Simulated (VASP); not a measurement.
# CoO (R-3m) in VASP: notebook, part 2 of 3

VASP 6.6.1. Earlier steps stand in the parts before.

### 3 Single point, LDA, collinear spin, ferromagnetic start (volume scaled by 1.02)

INCAR reads:

```
  PREC = Accurate
  ENCUT = 520
  EDIFF = 1E-6
  ISMEAR = -1
  SIGMA = 0.05
  LREAL = False
  LASPH = True
  NELM = 150
  ALGO = Normal
  ISIF = 2
  LWAVE = False
  LCHARG = False
  ISPIN = 2
  MAGMOM = 2 0
  LORBIT = 11
  LMAXMIX = 4
  NBANDS = 18
```

KPOINTS reads:

```
Automatic mesh
0
Gamma
  11 11 11
```

POSCAR reads:

```
CoO
1.0
    1.5154398320      0.8749395950      2.4560858334
   -1.5154398320      0.8749395950      2.4560858334
    0.0000000000     -1.7498791900      2.4560858334
Co O
1 1
Direct
    0.0000000000      0.0000000000      0.0000000000
    0.5000000000      0.5000000000      0.5000000000
```

Potentials or basis: VASP PAW LDA potentials, release 64 (Co, O).

Started as:

```sh
$ cat potpaw_LDA.64/Co/POTCAR potpaw_LDA.64/O/POTCAR > POTCAR
$ mpirun -np 1 vasp_std > vasp.out
```

OUTCAR:

```text
PREC = Accurate
   ENCUT = 520
   EDIFF = 1E-6
   ISMEAR = -1
   LREAL = False
   LASPH = True
   NELM = 150
   ISIF = 2
   ISPIN = 2
   LORBIT = 11

 ion  position               nearest neighbor table
   1  0.000  0.000  0.000-   2 2.14   2 2.14   2 2.14   2 2.14   2 2.14   2 2.14
   2  0.500  0.500  0.500-   1 2.14   1 2.14   1 2.14   1 2.14   1 2.14   1 2.14

  LATTYP: Found a trigonal (rhomboedric) cell.
 ALAT       =     3.0156980619
 COS(alpha) =     0.4949531368

  Lattice vectors:

 A1 = (   1.5154398320,   0.8749395950,   2.4560858334)
 A2 = (  -1.5154398320,   0.8749395950,   2.4560858334)
 A3 = (   0.0000000000,  -1.7498791900,   2.4560858334)

Analysis of symmetry for initial positions (statically):
=====================================================================
 Subroutine PRICEL returns:
 Original cell was already a primitive cell.

 Routine SETGRP: Setting up the symmetry group for a
 trigonal (rhombohedral) supercell.

 Subroutine GETGRP returns: Found 12 space group operations
 (whereof 12 operations were pure point group operations)
 out of a pool of 12 trial point group operations.

The static configuration has the point symmetry D_3d.

Analysis of symmetry for dynamics (positions and initial velocities):
=====================================================================
 Subroutine PRICEL returns:
 Original cell was already a primitive cell.

 Routine SETGRP: Setting up the symmetry group for a
 trigonal (rhombohedral) supercell.

 Subroutine GETGRP returns: Found 12 space group operations
 (whereof 12 operations were pure point group operations)
 out of a pool of 12 trial point group operations.

The dynamic configuration has the point symmetry D_3d.

Analysis of structural, dynamic, and magnetic symmetry:
=====================================================================
 Subroutine PRICEL returns:
 Original cell was already a primitive cell.

 Routine SETGRP: Setting up the symmetry group for a
[... 139 lines left out ...]
  volume of cell :       19.54
 maximum number of plane-waves:       536
   NGX = 11   NGY = 11   NGZ = 11

 number of electron      15.0000007 magnetization       2.7925085

 Free energy of the ion-electron system (eV)
  ---------------------------------------------------
  ext. energy  EPLUGINS =         0.00000000
  ---------------------------------------------------
  free energy    TOTEN  =       -14.63289039 eV

  energy without entropy =      -14.59776244  energy(sigma->0) =      -14.61532641

 E-fermi :   7.4761     XC(G=0): -12.8247

 val. band max:        7.4759749103   @ k =  -0.4545   0.2727   0.0000
 cond. band min:       7.4776264727   @ k =  -0.2727   0.1818   0.0000
 fundamental gap:      0.0016515624
 Fermi energy:         7.4761391451

 spin component 1

 k-point     1 :       0.0000    0.0000    0.0000
  band No.  band energies     occupation
      1     -12.4814      1.00000
      2       4.2238      1.00000
      3       4.2238      1.00000
      4       4.2719      1.00000
      5       4.5047      1.00000
      6       4.5047      1.00000
[... 493 lines left out ...]
     17      34.7758      0.00000
     18      36.5939      0.00000

 [... further k-points ...]

 spin component 2

 k-point     1 :       0.0000    0.0000    0.0000
  band No.  band energies     occupation
      1     -11.9833      1.00000
      2       4.7813      1.00000
      3       4.7813      1.00000
      4       4.8334      1.00000
      5       6.3970      1.00000
      6       6.3970      1.00000
[... 493 lines left out ...]
     17      35.3338      0.00000
     18      37.1588      0.00000

 [... further k-points ...]
[... 5 lines left out ...]
  --------------------------------------------------------------------------------------
  -------------------------------------------------------------------------------------
  Total       -2.6393510     -2.6393510     -2.6510910      0.0000000      0.0000000      0.0000000
  in kB     -216.4193886   -216.4193886   -217.3820396      0.0000000      0.0000000      0.0000000
  external PRESSURE =    -216.7402723 kB  Pullay stress =       0.0000000 kB

 VOLUME and BASIS-vectors are now :
 -----------------------------------------------------------------------------
  energy-cutoff  :      520.00
  volume of cell :       19.54
      direct lattice vectors                 reciprocal lattice vectors
     1.515439832  0.874939595  2.456085833     0.329937217  0.190489341  0.135717298
    -1.515439832  0.874939595  2.456085833    -0.329937217  0.190489341  0.135717298
     0.000000000 -1.749879190  2.456085833     0.000000000 -0.380978682  0.135717298

 POSITION                                       TOTAL-FORCE (eV/Angst)
 -----------------------------------------------------------------------------------
      0.00000      0.00000      0.00000        -0.000000     -0.000000      0.000000
      0.00000      0.00000      3.68413         0.000000      0.000000     -0.000000
 -----------------------------------------------------------------------------------
    total drift:                               -0.000000      0.000000     -0.000000

  FREE ENERGIE OF THE ION-ELECTRON SYSTEM (eV)
  ---------------------------------------------------
  free  energy   TOTEN  =       -14.6328903910 eV

  energy  without entropy=      -14.5977624381  energy(sigma->0) =      -14.61532641

 total charge

# of ion       s       p       d       tot
------------------------------------------
    1        0.294   0.351   7.174   7.819
    2        1.546   3.376   0.000   4.922
--------------------------------------------------
tot          1.839   3.727   7.174  12.741

 magnetization (x)

# of ion       s       p       d       tot
------------------------------------------
    1        0.019   0.017   2.396   2.432
    2        0.028   0.272   0.000   0.300
--------------------------------------------------
tot          0.047   0.289   2.396   2.731
```

OSZICAR:

```text
N       E                     dE             d eps       ncg     rms          rms(c)
DAV:   1     0.767307948046E+02    0.76731E+02   -0.64562E+03 10880   0.956E+02
DAV:   2    -0.120770610748E+02   -0.88808E+02   -0.76796E+02 10960   0.222E+02
DAV:   3    -0.170268680624E+02   -0.49498E+01   -0.47689E+01 12270   0.557E+01
DAV:   4    -0.170796234535E+02   -0.52755E-01   -0.52700E-01 12750   0.548E+00
DAV:   5    -0.170807885249E+02   -0.11651E-02   -0.11649E-02 12872   0.821E-01    0.158E+01
DAV:   6    -0.162958960686E+02    0.78489E+00   -0.17236E+01 13380   0.609E+01    0.212E+01
DAV:   7    -0.147822472840E+02    0.15136E+01   -0.90185E+00 13192   0.503E+01    0.774E+00
DAV:   8    -0.146504414138E+02    0.13181E+00   -0.44817E-01 14718   0.982E+00    0.398E+00
DAV:   9    -0.146491426214E+02    0.12988E-02   -0.21776E-01 15956   0.737E+00    0.257E+00
DAV:  10    -0.146365353281E+02    0.12607E-01   -0.54005E-02 15726   0.411E+00    0.903E-01
DAV:  11    -0.146331498831E+02    0.33854E-02   -0.29893E-02 15082   0.268E+00    0.308E-01
DAV:  12    -0.146329220521E+02    0.22783E-03   -0.27581E-03 14798   0.607E-01    0.678E-02
DAV:  13    -0.146328983387E+02    0.23713E-04   -0.15758E-04 13068   0.105E-01    0.435E-02
DAV:  14    -0.146328909982E+02    0.73405E-05   -0.75091E-06 13650   0.255E-02    0.136E-02
DAV:  15    -0.146328903910E+02    0.60714E-06   -0.87161E-07  6760   0.171E-02
   1 F= -.14632890E+02 E0= -.14615326E+02  d E =-.351280E-01  mag=     2.7933
```

stdout:

```text
POSCAR found type information on POSCAR CoO
 POSCAR found :  2 types and       2 ions
 scaLAPACK will be used
 LDA part: xc-table for (Slater(with rela. corr.)+CA(PZ))
 , standard interpolation
 POSCAR, INCAR and KPOINTS ok, starting setup
 FFT: planning ... GRIDC
 FFT: planning ... GRID_SOFT
 FFT: planning ... GRID
 WAVECAR not read
 entering main loop
```

Run time: 34 s. Hardware: 1 thread of Intel Xeon 6975P-C (Granite Rapids), shared host; peak memory 0.19 GiB.

What came out:

```yaml
Free_energy: -14.6329 eV
Pressure: -21.7 GPa
Net_moment: 2.79 μB per cell
Site_moments: Co +2.43; O +0.30 μB
Valence_electrons_inside_the_program's_atomic_spheres: Co 7.82; O 4.92
```

Caveat: a cell with one magnetic atom can't hold antiferromagnetic order, which such compounds often take; semilocal functionals often make such compounds metallic where correlation or magnetic order opens a gap, which also shifts bond lengths.

### 4 Single point, PBEsol, collinear spin, ferromagnetic start (volume scaled by 1.02)

INCAR reads:

```
PREC     = Accurate       # precision mode
ENCUT    = 520            # plane-wave cutoff, eV
EDIFF    = 1E-6           # SCF threshold, eV
ISMEAR   = -1             # smearing method
SIGMA    = 0.05           # smearing width, eV
LREAL    = F              # projectors in reciprocal space
LASPH    = T              # aspherical terms in the spheres
NELM     = 150            # most SCF steps
ALGO     = Normal         # electronic algorithm
ISIF     = 2              # what is computed and relaxed
LWAVE    = F              # write WAVECAR
LCHARG   = F              # write CHGCAR
ISPIN    = 2              # spin polarisation
MAGMOM   = 2 0            # initial moments
LORBIT   = 11             # projections on sites
LMAXMIX  = 4              # l up to which the mixer works
GGA      = PS             # functional
NBANDS   = 18             # bands
```

KPOINTS reads:

```
regular mesh
0
Gamma
  11 11 11
```

POSCAR is that of step 3.

Potentials or basis: VASP PAW PBE potentials, release 64 (Co, O).

Started as:

```sh
$ cat potpaw_PBE.64/Co/POTCAR potpaw_PBE.64/O/POTCAR > POTCAR
$ mpirun -np 1 vasp_std > vasp.out
```

It took 39 s on 1 thread of Intel Xeon 6975P-C (Granite Rapids), shared host; peak memory 0.2 GiB.

The run converged. Its results:

```
Free energy                                           : -13.9459 eV
Pressure                                              : -12.9 GPa
Net moment                                            : 2.95 μB per cell
Site moments                                          : Co +2.58; O +0.32 μB
Valence electrons inside the program's atomic spheres : Co 7.78; O 4.95
```

Stress tensor (GPa, compression positive):
```
-12.83   0.00   0.00
  0.00 -12.83   0.00
  0.00   0.00 -13.06
```

Levels at points of the mesh, in eV from the Fermi level:
Spin up:
| k point | band 5 | band 6 | band 7 | band 8 | band 9 | band 10 | band 11 | band 12 | band 13 | band 14 |
| --- | --- | --- | --- | --- | --- | --- | --- | --- | --- | --- |
| (0.00, 0.00, 0.00) | -3.19 | -3.14 | -3.14 | -3.14 | -3.11 | 0.78 | 16.53 | 17.76 | 17.76 | 17.96 |
Spin down:
| k point | band 2 | band 3 | band 4 | band 5 | band 6 | band 7 | band 8 | band 9 | band 10 | band 11 |
| --- | --- | --- | --- | --- | --- | --- | --- | --- | --- | --- |
| (0.00, 0.00, 0.00) | -2.58 | -2.58 | -2.52 | -1.09 | -1.09 | -1.06 | -0.12 | -0.12 | 1.34 | 16.48 |

Caveat: the PAW data sets were made with another functional, which shifts forces and pressure a little; a cell with one magnetic atom can't hold antiferromagnetic order, which such compounds often take; semilocal functionals often make such compounds metallic where correlation or magnetic order opens a gap, which also shifts bond lengths.

### 5 Single point, LDA, collinear spin, ferromagnetic start (volume scaled by 1.04)

INCAR reads:

```
PREC = Accurate
ENCUT = 520
EDIFF = 1E-6
ISMEAR = -1
SIGMA = 0.05
LREAL = F
LASPH = T
NELM = 150
ALGO = Normal
ISIF = 2
LWAVE = F
LCHARG = T
ISPIN = 2
MAGMOM = 2 0
LORBIT = 11
LMAXMIX = 4
LELF = T
LVHAR = T
NBANDS = 18
```

KPOINTS reads:

```
Automatic mesh
0
Gamma
  11 11 11
```

POSCAR reads:

```
CoO
1.0
    1.5252806262      0.8806211801      2.4720348897
   -1.5252806262      0.8806211801      2.4720348897
    0.0000000000     -1.7612423603      2.4720348897
Co O
1 1
Direct
    0.0000000000      0.0000000000      0.0000000000
    0.5000000000      0.5000000000      0.5000000000
```

Potentials or basis: VASP PAW LDA potentials, release 64 (Co, O).

Started as:

```sh
$ cat potpaw_LDA.64/Co/POTCAR potpaw_LDA.64/O/POTCAR > POTCAR
$ mpirun -np 1 vasp_std > vasp.out
```

Run time: 40 s. Hardware: 1 thread of Intel Xeon 6975P-C (Granite Rapids), shared host; peak memory 0.19 GiB.

Results (log left out):

| Property | Result |
| --- | --- |
| Free energy | -14.5792 eV |
| Pressure | -23.8 GPa |
| Net moment | 2.85 μB per cell |
| Site moments | Co +2.47; O +0.31 μB |
| Valence electrons inside the program's atomic spheres | Co 7.79; O 4.91 |

Levels at points of the mesh, in eV from the Fermi level:
Spin up:
```
           k point  band 5  band 6  band 7  band 8  band 9  band 10  band 11  band 12  band 13  band 14
(0.00, 0.00, 0.00)   -2.97   -2.97   -2.95   -2.95   -2.93     0.79    16.53    17.64    17.64    17.85
```
Spin down:
```tsv
k point	band 3	band 4	band 5	band 6	band 7	band 8	band 9	band 10
(0.00, 0.00, 0.00)	-2.59	-2.54	-1.04	-1.04	-1.01	-0.39	-0.39	1.32
```

Caveat: a cell with one magnetic atom can't hold antiferromagnetic order, which such compounds often take; semilocal functionals often make such compounds metallic where correlation or magnetic order opens a gap, which also shifts bond lengths.

(Part 2 of 3 ends here.)
